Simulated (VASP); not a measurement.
# B5C2 (P3m1) in VASP: single point with PBE

Aim: the single point of B5C2 with PBE.

All numbers are computed with VASP 6.6.1; they aren't measurements. Logs are shortened: lines on timing, memory, paths and dates and some standing lists are left out, and cuts for length are marked.

## 1. The cell of the first run

It takes space group P3m1 (No. 156, trigonal). The conventional cell has a = 3.273 Å, b = 3.273 Å, c = 5.901 Å, α = 90.00°, β = 90.00°, γ = 120.00°. Within 2.1 Å of B (site symmetry m) lie 1 C at 1.54 Å and 6 B at 1.62 to 1.92 Å. Within 2.1 Å of B (site symmetry 3m) lie 1 C at 1.60 Å and 6 B at 1.92 Å. Within 2.7 Å of B (site symmetry 3m) lie 6 C at 1.91 to 2.59 Å and 3 B at 2.68 Å. C (site symmetry 3m) has 3 B at 1.54 Å within 2.1 Å. C (site symmetry 3m) has 4 B at 1.60 to 1.91 Å within 2.1 Å.

The cell was built from a structure type or drawn by symmetry, and may not be a known phase.

## 2. Single point, PBE

The input, INCAR:

```
SYSTEM = B5C2
ALGO = Normal
EDIFF = 1E-6
ENCUT = 600
GGA = PE
GGA_COMPAT = .False.
ISIF = 2
ISMEAR = 0
LASPH = .True.
LCHARG = .False.
LREAL = .False.
LWAVE = .False.
NBANDS = 20
NELM = 120
PREC = Accurate
SIGMA = 0.2
```

The input, KPOINTS:

```
k-points
0
Gamma
  5 5 3
  0 0 0
```

The input, POSCAR:

```
B5C2
1.0
    3.2731962381      0.0000000000      0.0000000000
   -1.6365981190      2.8346710937      0.0000000000
    0.0000000000      0.0000000000      5.9011597707
B C
5 2
Direct
    0.8350766915      0.1649233085      0.1158782665
    0.8350766915      0.6701533829      0.1158782665
    0.3298466171      0.1649233085      0.1158782665
    0.3333333333      0.6666666667      0.2865760234
    0.0000000000      0.0000000000      0.6091328524
    0.6666666667      0.3333333333      0.9101875403
    0.3333333333      0.6666666667      0.5580822445
```

Potentials or basis: VASP PAW PBE potentials, release 64 (B, C).

On the command line:

```bash
cat potpaw_PBE.64/B/POTCAR potpaw_PBE.64/C/POTCAR > POTCAR
mpirun -np 1 vasp_std > vasp.out
```

OUTCAR:

```text
SYSTEM = B5C2
   EDIFF = 1E-6
   ENCUT = 600
   GGA = PE
   ISIF = 2
   ISMEAR = 0
   LASPH = .True.
   LREAL = .False.
   NELM = 120
   PREC = Accurate

 ion  position               nearest neighbor table
   1  0.835  0.165  0.116-   6 1.54   2 1.62   3 1.62   2 1.65   3 1.65   4 1.92   4 1.92
   2  0.835  0.670  0.116-   6 1.54   1 1.62   3 1.62   1 1.65   3 1.65   4 1.92   4 1.92
   3  0.330  0.165  0.116-   6 1.54   2 1.62   1 1.62   2 1.65   1 1.65   4 1.92   4 1.92
   4  0.333  0.667  0.287-   7 1.60   3 1.92   2 1.92   1 1.92   1 1.92   3 1.92   2 1.92
   5  0.000  0.000  0.609-   7 1.91   7 1.91   7 1.91
   6  0.667  0.333  0.910-   2 1.54   1 1.54   3 1.54
   7  0.333  0.667  0.558-   4 1.60   5 1.91   5 1.91   5 1.91

  LATTYP: Found a hexagonal cell.
 ALAT       =     3.2731962381
 C/A-ratio  =     1.8028738094

  Lattice vectors:

 A1 = (   3.2731962381,   0.0000000000,   0.0000000000)
 A2 = (  -1.6365981190,   2.8346710937,   0.0000000000)
 A3 = (   0.0000000000,   0.0000000000,   5.9011597707)

Analysis of symmetry for initial positions (statically):
=====================================================================
 Subroutine PRICEL returns:
 Original cell was already a primitive cell.

 Routine SETGRP: Setting up the symmetry group for a
 hexagonal supercell.

 Subroutine GETGRP returns: Found  6 space group operations
 (whereof  6 operations were pure point group operations)
 out of a pool of 24 trial point group operations.

The static configuration has the point symmetry C_3v.

Analysis of symmetry for dynamics (positions and initial velocities):
=====================================================================
 Subroutine PRICEL returns:
 Original cell was already a primitive cell.

 Routine SETGRP: Setting up the symmetry group for a
 hexagonal supercell.

 Subroutine GETGRP returns: Found  6 space group operations
 (whereof  6 operations were pure point group operations)
 out of a pool of 24 trial point group operations.

The dynamic configuration has the point symmetry C_3v.

 Subroutine INISYM returns: Found  6 space group operations
 (whereof  6 operations are pure point group operations),
 and found     1 'primitive' translations

----------------------------------------------------------------------------------------

                                     Primitive cell

  volume of cell :      54.7535

  direct lattice vectors                    reciprocal lattice vectors
     3.273196238  0.000000000  0.000000000     0.305511777  0.176387307  0.000000000
    -1.636598119  2.834671094  0.000000000     0.000000000  0.352774614  0.000000000
     0.000000000  0.000000000  5.901159771     0.000000000  0.000000000  0.169458215

  length of vectors
     3.273196238  3.273196238  5.901159771     0.352774614  0.352774614  0.169458215

  position of ions in fractional coordinates (direct lattice)
     0.835076691  0.164923309  0.115878266
     0.835076691  0.670153383  0.115878266
     0.329846617  0.164923309  0.115878266
     0.333333333  0.666666667  0.286576023
     0.000000000  0.000000000  0.609132852
     0.666666667  0.333333333  0.910187540
     0.333333333  0.666666667  0.558082244

  ion indices of the primitive-cell ions
   primitive index   ion index
                 1           1
                 2           2
                 3           3
                 4           4
                 5           5
                 6           6
                 7           7

----------------------------------------------------------------------------------------

 KPOINTS: k-points

Automatic generation of k-mesh.
 Grid dimensions read from file:
 generate k-points for:    5    5    3

 Generating k-lattice:

  Cartesian coordinates                     Fractional coordinates (reciprocal lattice)
     0.061102355  0.035277461  0.000000000     0.200000000 -0.000000000  0.000000000
     0.000000000  0.070554923  0.000000000     0.000000000  0.200000000  0.000000000
     0.000000000  0.000000000  0.056486072     0.000000000  0.000000000  0.333333333

  Length of vectors
     0.070554923  0.070554923  0.056486072

  Shift w.r.t. Gamma in fractional coordinates (k-lattice)
     0.000000000  0.000000000  0.000000000

 Subroutine IBZKPT returns following result:
 ===========================================

 Found     12 irreducible k-points:

 Following reciprocal coordinates:
            Coordinates               Weight
  0.000000  0.000000  0.000000      1.000000
  0.200000  0.000000  0.000000      6.000000
  0.400000 -0.000000  0.000000      6.000000
  0.200000  0.200000  0.000000      6.000000
  0.400000  0.200000  0.000000      6.000000
  0.000000  0.000000  0.333333      2.000000
  0.200000  0.000000  0.333333      6.000000
  0.000000  0.200000  0.333333      6.000000
  0.400000 -0.000000  0.333333      6.000000
  0.000000  0.400000  0.333333      6.000000
  0.200000  0.200000  0.333333     12.000000
  0.400000  0.200000  0.333333     12.000000
   k-points           NKPTS =     12   k-points in BZ     NKDIM =     12   number of bands    NBANDS=     20
   number of dos      NEDOS =    301   number of ions     NIONS =      7
   total plane-waves  NPLWV =  37632
   dimension x,y,z NGX =    28 NGY =   28 NGZ =   48
   dimension x,y,z NGXF=    56 NGYF=   56 NGZF=   96
   ions per type =               5   2
   NGX,Y,Z   is equivalent  to a cutoff of  14.22, 14.22, 13.52 a.u.
   NGXF,Y,Z  is equivalent  to a cutoff of  28.44, 28.44, 27.04 a.u.
 SYSTEM =  B5C2
   PREC   = accura    normal or accurate (medium, high low for compatibility)
   ISTART =      0    job   : 0-new  1-cont  2-samecut
   ICHARG =      2    charge: 1-file 2-atom 10-const
   ISPIN  =      1    spin polarized calculation?
   LNONCOLLINEAR =      F non collinear calculations
   LSORBIT =      F    spin-orbit coupling
   LASPH  =      T    aspherical Exc in radial PAW
   ENCUT  =  600.0 eV  44.10 Ry    6.64 a.u.   6.54  6.54 11.79*2*pi/ulx,y,z
   NELM   =    120;   NELMIN=  2; NELMDL= -5     # of ELM steps
   EDIFF  = 0.1E-05   stopping-criterion for ELM
   LREAL  =      F    real-space projection
   EDIFFG = 0.1E-04   stopping-criterion for IOM
   NSW    =      0    number of steps for IOM
   IBRION =     -1    ionic relax: 0-MD 1-quasi-New 2-CG
   NFREE  =      0    steps in history (QN), initial steepest desc. (CG)
   ISIF   =      2    stress and relaxation
   ISYM   =      2    0-nonsym 1-usesym 2-fastsym
   POTIM  = 0.5000    time-step for ionic-motion
   TEBEG  =    0.0;   TEEND  =   0.0 temperature during run
   PSTRESS=    0.0 pullay stress
   NELECT =      23.0000    total number of electrons
   NUPDOWN=      -1.0000    fix difference up-down
   EMIN   =  10.00;   EMAX   =-10.00  energy-range for DOS
   EFERMI =   0.00;   METHOD = LEGACY
   ISMEAR =     0;   SIGMA  =   0.20  broadening in eV -4-tet -1-fermi 0-gaus
   EFERMI_NEDOS =   21; number of points for ismear=-14 and -15
   IALGO  =     38    algorithm
   IMIX   =      4    mixing-type and parameters
     AMIX     =   0.40;   BMIX     =  1.00
     AMIX_MAG =   1.60;   BMIX_MAG =  1.00
  volume/ion in A,a.u.               =       7.82        52.79
  Fermi-wavevector in a.u.,A,eV,Ry     =   1.226065  2.316926 20.452751  1.503235
  Thomas-Fermi vector in A             =   2.361079
   LORBIT       =      0    0 simple, 1 ext, 2 COOP (PROOUT), +10 PAW based schemes
   GGA     = PE    functional components
   LHFCALC =     F    Hartree Fock is set to
   AEXX    =    0.0000 exact exchange contribution
   IVDW    =     0    specifies the selected vdW correction
   LEPSILON=     F    determine dielectric tensor
   LRPA    =     F    only Hartree local field effects (RPA)
 non-spin polarized calculation
 Gauss-broadening in eV      SIGMA  =   0.20
  energy-cutoff  :      600.00
  volume of cell :       54.75
 maximum number of plane-waves:      1871
 NGX is ok and might be reduce to    28
   NGX = 13   NGY = 13   NGZ = 23

 number of electron      23.0000000 magnetization

 Free energy of the ion-electron system (eV)
  ---------------------------------------------------
  ext. energy  EPLUGINS =         0.00000000
  ---------------------------------------------------
  free energy    TOTEN  =       -44.09791477 eV

  energy without entropy =      -44.04082384  energy(sigma->0) =      -44.06936931

 E-fermi :   4.9586     XC(G=0): -11.2995

 val. band max:        4.9409563085   @ k =   0.4000  -0.0000   0.3333
 cond. band min:       5.0636060943   @ k =   0.2000   0.0000   0.3333
 fundamental gap:      0.1226497858
 Fermi energy:         4.9585913483

 k-point     1 :       0.0000    0.0000    0.0000
  band No.  band energies     occupation
      1     -12.4956      2.00000
      2      -7.8999      2.00000
      3      -6.3316      2.00000
      4      -3.4817      2.00000
      5      -0.1338      2.00000
      6      -0.1338      2.00000
[... 12 lines left out ...]
     19      10.7352      0.00000
     20      12.5640      0.00000

 k-point     2 :       0.2000    0.0000    0.0000
  band No.  band energies     occupation
      1     -12.0478      2.00000
      2      -7.5709      2.00000
      3      -6.0671      2.00000
      4      -3.7935      2.00000
      5      -1.7202      2.00000
      6      -0.4511      2.00000
[... 12 lines left out ...]
     19      12.2620      0.00000
     20      13.2043      0.00000

 k-point     3 :       0.4000   -0.0000    0.0000
  band No.  band energies     occupation
      1     -10.9492      2.00000
      2      -7.6565      2.00000
      3      -5.7096      2.00000
      4      -4.1286      2.00000
      5      -2.1073      2.00000
      6      -1.0286      2.00000
[... 12 lines left out ...]
     19      14.2580      0.00000
     20      15.0790      0.00000

 k-point     4 :       0.2000    0.2000    0.0000
  band No.  band energies     occupation
      1     -11.2488      2.00000
      2      -7.3149      2.00000
      3      -5.7584      2.00000
      4      -4.2088      2.00000
      5      -3.2902      2.00000
      6      -0.2817      2.00000
[... 12 lines left out ...]
     19      13.5355      0.00000
     20      14.5141      0.00000

 k-point     5 :       0.4000    0.2000    0.0000
  band No.  band energies     occupation
      1     -10.4673      2.00000
      2      -7.5372      2.00000
      3      -5.8867      2.00000
      4      -4.7091      2.00000
      5      -2.3911      2.00000
      6      -1.2908      2.00000
[... 12 lines left out ...]
     19      14.2152      0.00000
     20      14.6982      0.00000

 k-point     6 :       0.0000    0.0000    0.3333
  band No.  band energies     occupation
      1     -12.4599      2.00000
      2      -8.3631      2.00000
      3      -5.7267      2.00000
      4      -2.9995      2.00000
      5      -0.3603      2.00000
      6      -0.1207      2.00000
[... 12 lines left out ...]
     19      11.2381      0.00000
     20      12.6898      0.00000

 k-point     7 :       0.2000    0.0000    0.3333
  band No.  band energies     occupation
      1     -12.0160      2.00000
      2      -7.9368      2.00000
      3      -5.7730      2.00000
      4      -3.2333      2.00000
      5      -1.6030      2.00000
      6      -0.4049      2.00000
[... 12 lines left out ...]
     19      11.8211      0.00000
     20      13.1276      0.00000

 k-point     8 :       0.0000    0.2000    0.3333
  band No.  band energies     occupation
      1     -12.0160      2.00000
      2      -7.9360      2.00000
      3      -5.7820      2.00000
      4      -3.1540      2.00000
      5      -1.7480      2.00000
      6      -0.4222      2.00000
[... 12 lines left out ...]
     19      12.2375      0.00000
     20      13.1043      0.00000

 k-point     9 :       0.4000   -0.0000    0.3333
  band No.  band energies     occupation
      1     -10.9317      2.00000
      2      -7.6389      2.00000
      3      -5.9483      2.00000
      4      -4.1120      2.00000
      5      -1.9501      2.00000
      6      -0.8021      2.00000
[... 12 lines left out ...]
     19      14.0007      0.00000
     20      14.9486      0.00000

 k-point    10 :       0.0000    0.4000    0.3333
  band No.  band energies     occupation
      1     -10.9318      2.00000
      2      -7.6305      2.00000
      3      -6.0032      2.00000
      4      -3.9079      2.00000
      5      -2.2953      2.00000
      6      -0.8109      2.00000
[... 12 lines left out ...]
     19      13.6556      0.00000
     20      15.1151      0.00000

 k-point    11 :       0.2000    0.2000    0.3333
  band No.  band energies     occupation
      1     -11.2260      2.00000
      2      -7.4124      2.00000
      3      -5.9029      2.00000
      4      -4.1314      2.00000
      5      -2.8483      2.00000
      6      -0.3637      2.00000
[... 12 lines left out ...]
     19      13.5718      0.00000
     20      14.9908      0.00000

 k-point    12 :       0.4000    0.2000    0.3333
  band No.  band energies     occupation
      1     -10.4592      2.00000
      2      -7.4779      2.00000
      3      -5.9075      2.00000
      4      -4.8869      2.00000
      5      -2.8548      2.00000
      6      -1.1889      2.00000
[... 12 lines left out ...]
     19      14.3017      0.00000
     20      15.1212      0.00000

------------------------ aborting loop because EDIFF is reached ----------------------------------------

  FORCE on cell =-STRESS in cart. coord.  units (eV):
  Direction    XX          YY          ZZ          XY          YZ          ZX
  --------------------------------------------------------------------------------------
  -------------------------------------------------------------------------------------
  Total        0.1786133      0.1786133      0.0733628      0.0000000      0.0000000      0.0000000
  in kB        5.2265150      5.2265150      2.1467161      0.0000000      0.0000000      0.0000000
  external PRESSURE =       4.1999154 kB  Pullay stress =       0.0000000 kB

 VOLUME and BASIS-vectors are now :
 -----------------------------------------------------------------------------
  energy-cutoff  :      600.00
  volume of cell :       54.75
      direct lattice vectors                 reciprocal lattice vectors
     3.273196238  0.000000000  0.000000000     0.305511777  0.176387307  0.000000000
    -1.636598119  2.834671094  0.000000000     0.000000000  0.352774614  0.000000000
     0.000000000  0.000000000  5.901159771     0.000000000  0.000000000  0.169458215

 POSITION                                       TOTAL-FORCE (eV/Angst)
 -----------------------------------------------------------------------------------
      2.46346      0.46750      0.68382        -0.012658      0.007308      0.031741
      1.63660      1.89966      0.68382        -0.000000     -0.014616      0.031741
      0.80974      0.46750      0.68382         0.012658      0.007308      0.031741
     -0.00000      1.88978      1.69113        -0.000000      0.000000     -0.015563
      0.00000      0.00000      3.59459        -0.000000      0.000000     -0.023212
      1.63660      0.94489      5.37116        -0.000000      0.000000     -0.042416
     -0.00000      1.88978      3.29333        -0.000000      0.000000     -0.014033
 -----------------------------------------------------------------------------------
    total drift:                                0.000000      0.000000      0.001094

  FREE ENERGIE OF THE ION-ELECTRON SYSTEM (eV)
  ---------------------------------------------------
  free  energy   TOTEN  =       -44.0979147713 eV

  energy  without entropy=      -44.0408238416  energy(sigma->0) =      -44.06936931
```

Run time: 16 s. Hardware: 1 thread of Intel Xeon Platinum 8488C (Sapphire Rapids), shared host; peak memory 0.17 GiB.

What came out:

| Item | Value |
| --- | --- |
| Free energy | -44.0979 eV |
| Pressure | 0.4 GPa |
| Largest force | 0.042 eV/Å |
| Band gap on the k mesh | zero (an odd number of electrons rules out a gap without spin polarisation) |

Forces in eV/Å, atoms in the order of the input:
```
B   -0.013  0.007  0.032
B    0.000 -0.015  0.032
B    0.013  0.007  0.032
B    0.000  0.000 -0.016
B    0.000  0.000 -0.023
C    0.000  0.000 -0.042
C    0.000  0.000 -0.014
```

Caveat: the k points lie up to 0.44 Å⁻¹ apart, too coarse for converged energies and pressures of a metal.
